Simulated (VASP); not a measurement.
# B (Cmce) in VASP: single point with PBE

Aim: the single point of B with PBE.

Everything below comes from runs of VASP 6.6.1. Logs are shortened: lines on timing, memory, paths and dates and some standing lists are left out, and cuts for length are marked.

### Step 1. The cell of the first run

Symmetry: Cmce, No. 64, orthorhombic system. Conventional cell: a = 3.236 Å, b = 5.481 Å, c = 3.237 Å, α = 90.00°, β = 90.00°, γ = 90.00°. Within 2.4 Å of B (site symmetry m) lie 7 B at 1.78 to 1.99 Å.

### Step 2. Single point, PBE

INCAR

```
SYSTEM = B
PREC = Accurate
ENCUT = 520
EDIFF = 1E-6
ISMEAR = 0
SIGMA = 0.135
LREAL = .FALSE.
LASPH = .TRUE.
NELM = 100
ALGO = Normal
ISIF = 2
LWAVE = .FALSE.
LCHARG = .FALSE.
GGA = PE
NBANDS = 14
```

KPOINTS

```
Automatic mesh
0
G
  9 9 8
  0 0 0
```

POSCAR

```
B
1.0
    1.6180170000      2.7405760000      0.0000000000
    1.6180170000     -2.7405760000      0.0000000000
    0.0000000000      0.0000000000     -3.2367490000
B
4
Direct
    0.1549000000      0.8451000000      0.9190000000
    0.3451000000      0.6549000000      0.4190000000
    0.8451000000      0.1549000000      0.0810000000
    0.6549000000      0.3451000000      0.5810000000
```

Potentials or basis: VASP PAW PBE potentials, release 64 (B).

Started as:

```
> cat potpaw_PBE.64/B/POTCAR > POTCAR
> mpirun -np 1 vasp_std > vasp.out
```

OUTCAR:

```text
SYSTEM = B
   PREC = Accurate
   ENCUT = 520
   EDIFF = 1E-6
   ISMEAR = 0
   LREAL = .FALSE.
   LASPH = .TRUE.
   NELM = 100
   ISIF = 2
   GGA = PE

 ion  position               nearest neighbor table
   1  0.155  0.845  0.919-   3 1.78   2 1.93   2 1.93   4 1.95   4 1.95   3 1.99   3 1.99
   2  0.345  0.655  0.419-   4 1.78   1 1.93   1 1.93   3 1.95   3 1.95   4 1.99   4 1.99
   3  0.845  0.155  0.081-   1 1.78   4 1.93   4 1.93   2 1.95   2 1.95   1 1.99   1 1.99
   4  0.655  0.345  0.581-   2 1.78   3 1.93   3 1.93   1 1.95   1 1.95   2 1.99   2 1.99

  LATTYP: Found a base centered orthorhombic cell.
 ALAT       =     3.2360340000
 B/A-ratio  =     1.6937869009
 C/A-ratio  =     1.0002209495

  Lattice vectors:

 A1 = (   1.6180170000,   2.7405760000,   0.0000000000)
 A2 = (   1.6180170000,  -2.7405760000,   0.0000000000)
 A3 = (   0.0000000000,   0.0000000000,  -3.2367490000)

Analysis of symmetry for initial positions (statically):
=====================================================================
 Subroutine PRICEL returns:
 Original cell was already a primitive cell.

 Routine SETGRP: Setting up the symmetry group for a
 base centered orthorhombic supercell.

 Subroutine GETGRP returns: Found  8 space group operations
 (whereof  4 operations were pure point group operations)
 out of a pool of  8 trial point group operations.

The static configuration has the point symmetry C_2h.
 The point group associated with its full space group is D_2h.

Analysis of symmetry for dynamics (positions and initial velocities):
=====================================================================
 Subroutine PRICEL returns:
 Original cell was already a primitive cell.

 Routine SETGRP: Setting up the symmetry group for a
 base centered orthorhombic supercell.

 Subroutine GETGRP returns: Found  8 space group operations
 (whereof  4 operations were pure point group operations)
 out of a pool of  8 trial point group operations.

The dynamic configuration has the point symmetry C_2h.
 The point group associated with its full space group is D_2h.

 Subroutine INISYM returns: Found  8 space group operations
 (whereof  4 operations are pure point group operations),
 and found     1 'primitive' translations

----------------------------------------------------------------------------------------

                                     Primitive cell

  volume of cell :      28.7054

[... 99 lines left out ...]
   ISYM   =      2    0-nonsym 1-usesym 2-fastsym
   POTIM  = 0.5000    time-step for ionic-motion
   TEBEG  =    0.0;   TEEND  =   0.0 temperature during run
   PSTRESS=    0.0 pullay stress
   NELECT =      12.0000    total number of electrons
   NUPDOWN=      -1.0000    fix difference up-down
   EMIN   =  10.00;   EMAX   =-10.00  energy-range for DOS
   EFERMI =   0.00;   METHOD = LEGACY
   ISMEAR =     0;   SIGMA  =   0.14  broadening in eV -4-tet -1-fermi 0-gaus
   EFERMI_NEDOS =   21; number of points for ismear=-14 and -15
   IALGO  =     38    algorithm
   IMIX   =      4    mixing-type and parameters
     AMIX     =   0.40;   BMIX     =  1.00
     AMIX_MAG =   1.60;   BMIX_MAG =  1.00
  volume/ion in A,a.u.               =       7.18        48.43
  Fermi-wavevector in a.u.,A,eV,Ry     =   1.224092  2.313198 20.386974  1.498400
  Thomas-Fermi vector in A             =   2.359179
   LORBIT       =      0    0 simple, 1 ext, 2 COOP (PROOUT), +10 PAW based schemes
   GGA     = PE    functional components
   LHFCALC =     F    Hartree Fock is set to
   AEXX    =    0.0000 exact exchange contribution
   IVDW    =     0    specifies the selected vdW correction
   LEPSILON=     F    determine dielectric tensor
   LRPA    =     F    only Hartree local field effects (RPA)
 non-spin polarized calculation
 Gauss-broadening in eV      SIGMA  =   0.14
  energy-cutoff  :      520.00
  volume of cell :       28.71
 maximum number of plane-waves:       790
   NGX = 11   NGY = 11   NGZ = 13

 number of electron      12.0000000 magnetization

 Free energy of the ion-electron system (eV)
  ---------------------------------------------------
  ext. energy  EPLUGINS =         0.00000000
  ---------------------------------------------------
  free energy    TOTEN  =       -25.27259554 eV

  energy without entropy =      -25.26963485  energy(sigma->0) =      -25.27111519

 E-fermi :   6.8373     XC(G=0): -11.9542

 val. band max:        6.8365414101   @ k =   0.4444   0.4444   0.1250
 cond. band min:       6.8451143399   @ k =  -0.4444   0.4444   0.5000
 fundamental gap:      0.0085729298
 Fermi energy:         6.8373291325

 k-point     1 :       0.0000    0.0000    0.0000
  band No.  band energies     occupation
      1      -8.9860      2.00000
      2       1.0851      2.00000
      3       2.9056      2.00000
      4       3.1000      2.00000
      5       4.4457      2.00000
      6       7.4210      0.00000
      7       7.6074      0.00000
      8       7.7069      0.00000
      9      10.5324      0.00000
     10      14.1308      0.00000
     11      15.7424      0.00000
     12      16.3019      0.00000
     13      17.4085      0.00000
     14      18.5443      0.00000
[... 377 lines left out ...]
      1      -5.9347      2.00000
      2      -3.4960      2.00000
      3      -0.5371      2.00000
      4       3.5580      2.00000
      5       5.3453      2.00000
      6       5.4746      2.00000
      7       7.9125      0.00000
      8       8.4770      0.00000
      9      11.4736      0.00000
     10      12.0214      0.00000
     11      14.3031      0.00000
     12      18.0113      0.00000
     13      19.5596      0.00000
     14      22.1415      0.00000

 [... further k-points ...]
[... 5 lines left out ...]
  --------------------------------------------------------------------------------------
  -------------------------------------------------------------------------------------
  Total       -7.1247818     -4.3464608     -0.9135243      0.0000000      0.0000000      0.0000000
  in kB     -397.6657626   -242.5953087    -50.9878571      0.0000000      0.0000000      0.0000000
  external PRESSURE =    -230.4163095 kB  Pullay stress =       0.0000000 kB

 VOLUME and BASIS-vectors are now :
 -----------------------------------------------------------------------------
  energy-cutoff  :      520.00
  volume of cell :       28.71
      direct lattice vectors                 reciprocal lattice vectors
     1.618017000  2.740576000  0.000000000     0.309020239  0.182443399  0.000000000
     1.618017000 -2.740576000  0.000000000     0.309020239 -0.182443399  0.000000000
     0.000000000  0.000000000 -3.236749000     0.000000000  0.000000000 -0.308951976

 POSITION                                       TOTAL-FORCE (eV/Angst)
 -----------------------------------------------------------------------------------
      1.61802     -1.89155     -2.97457         0.000000      0.253795      0.395978
      1.61802     -0.84903     -1.35620         0.000000     -0.253795      0.395978
      1.61802      1.89155     -0.26218         0.000000     -0.253795     -0.395978
      1.61802      0.84903     -1.88055         0.000000      0.253795     -0.395978
 -----------------------------------------------------------------------------------
    total drift:                               -0.000000      0.000000     -0.000000

  FREE ENERGIE OF THE ION-ELECTRON SYSTEM (eV)
  ---------------------------------------------------
  free  energy   TOTEN  =       -25.2725955419 eV

  energy  without entropy=      -25.2696348453  energy(sigma->0) =      -25.27111519
```

OSZICAR:

```text
N       E                     dE             d eps       ncg     rms          rms(c)
DAV:   1     0.635647139177E+01    0.63565E+01   -0.54713E+03  3500   0.772E+02
DAV:   2    -0.247380570946E+02   -0.31095E+02   -0.29346E+02  4542   0.143E+02
DAV:   3    -0.255905236969E+02   -0.85247E+00   -0.84746E+00  4696   0.183E+01
DAV:   4    -0.255925053173E+02   -0.19816E-02   -0.19812E-02  3884   0.941E-01
DAV:   5    -0.255925110469E+02   -0.57297E-05   -0.57300E-05  4580   0.476E-02    0.474E+00
DAV:   6    -0.253670192851E+02    0.22549E+00   -0.93952E-02  3986   0.171E+00    0.281E+00
DAV:   7    -0.252727875331E+02    0.94232E-01   -0.14662E-01  4202   0.217E+00    0.278E-01
DAV:   8    -0.252725879662E+02    0.19957E-03   -0.57874E-03  4022   0.517E-01    0.368E-02
DAV:   9    -0.252725858324E+02    0.21338E-05   -0.13479E-04  4598   0.823E-02    0.228E-02
DAV:  10    -0.252725953645E+02   -0.95321E-05   -0.26057E-05  4364   0.361E-02    0.421E-03
DAV:  11    -0.252725955419E+02   -0.17739E-06   -0.19356E-06  3366   0.905E-03
   1 F= -.25272596E+02 E0= -.25271115E+02  d E =-.296070E-02
```

It took 20 s on 1 thread of Intel Xeon 8259CL, shared host; peak memory 0.16 GiB.

What came out:

```yaml
Free_energy: -25.2726 eV
Pressure: -23.0 GPa
Largest_force: 0.470 eV/Å
Band_gap_on_the_k_mesh: zero (band 6 reaches 7.54 eV, above the bottom of band 7 at 6.19 eV)
```

Forces in eV/Å, atoms in the order of the input:
```
B    0.000  0.254  0.396
B    0.000 -0.254  0.396
B    0.000 -0.254 -0.396
B    0.000  0.254 -0.396
```
